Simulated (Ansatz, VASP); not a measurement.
**Two plane-wave programs on SiO2**

File POSCAR:

```
SiO2
1.0
   -1.7448856757      1.7448856757      4.2030844901
    1.7448856757     -1.7448856757      4.2030844901
    1.7448856757      1.7448856757     -4.2030844901
Si O
2 4
Direct
    0.7500000000      0.2500000000      0.5000000000
    0.0000000000      0.0000000000      0.0000000000
    0.5409502157      0.0409502157      0.5000000000
    0.7909502157      0.7909502157      0.0000000000
    0.2090497843      0.2090497843      0.0000000000
    0.9590497843      0.4590497843      0.5000000000
```

File INCAR.step1:

```
SYSTEM = SiO2
PREC = Accurate
ENCUT = 520
ISMEAR = 0
SIGMA = 0.01
LREAL = .False.
LASPH = .True.
NELM = 60
NBANDS = 25
GGA = PE
ALGO = Normal
EDIFF = 1E-4
LWAVE = .True.
LCHARG = .False.
```

Contents of INCAR.step2:

```
SYSTEM = SiO2
PREC = Accurate
ENCUT = 520
EDIFF = 1E-6
ISMEAR = 0
SIGMA = 0.01
LREAL = .False.
LASPH = .True.
NELM = 60
ALGO = Normal
ISIF = 2
LWAVE = .False.
LCHARG = .False.
METAGGA = R2SCAN
LMIXTAU = .True.
NBANDS = 25
ISTART = 1
```

The input KPOINTS:

```
Automatic mesh
0
Gamma
  8 8 8
  0 0 0
```

Input for Ansatz:

```yaml
crystal:
  lattice:
    - [-1.7448856757, 1.7448856757, 4.2030844901]
    - [1.7448856757, -1.7448856757, 4.2030844901]
    - [1.7448856757, 1.7448856757, -4.2030844901]
  atoms:
    - { symbol: Si, position: [0.75, 0.25, 0.5] }
    - { symbol: Si, position: [0.0, 0.0, 0.0] }
    - { symbol: O, position: [0.5409502157, 0.0409502157, 0.5] }
    - { symbol: O, position: [0.7909502157, 0.7909502157, 0.0] }
    - { symbol: O, position: [0.2090497843, 0.2090497843, 0.0] }
    - { symbol: O, position: [0.9590497843, 0.4590497843, 0.5] }
kpoints:
  mp_grid: { grid: [8, 8, 8] }
hamiltonian:
  xc: r2scan
scf:
  occupations: { method: fixed }
  n_extra_bands: 5
output:
  forces: true
  stress: true
  eigenvalues: true
```

Alike in both runs: task single point; functional r2SCAN; k mesh 8 × 8 × 8; no spin polarisation.

```csv
,VASP,Ansatz
version,VASP 6.6.1,Ansatz 0.2.0
potentials or method,"VASP PAW PBE potentials, release 64 (Si, O)","plane waves, PAW"
plane-wave cutoff (eV),520,500
occupations,"gaussian, width 0.01 eV",fixed
valence electrons in the cell,32,32
```

```tsv
	VASP	Ansatz	Ansatz less VASP
gap on the k mesh at the Fermi level (eV)	7.23	7.23	+0.002
pressure (GPa)	0.4	0.0	-0.41
traceless stress, the component that is largest in VASP (GPa)	0.53	0.00	-0.532
rms of the force components (eV/Å)	0.005	0.000	-0.0045
```

VASP's potentials were made for PBE, not for r2SCAN. Atom by atom the forces differ by 0.005 eV/Å (rms over components).
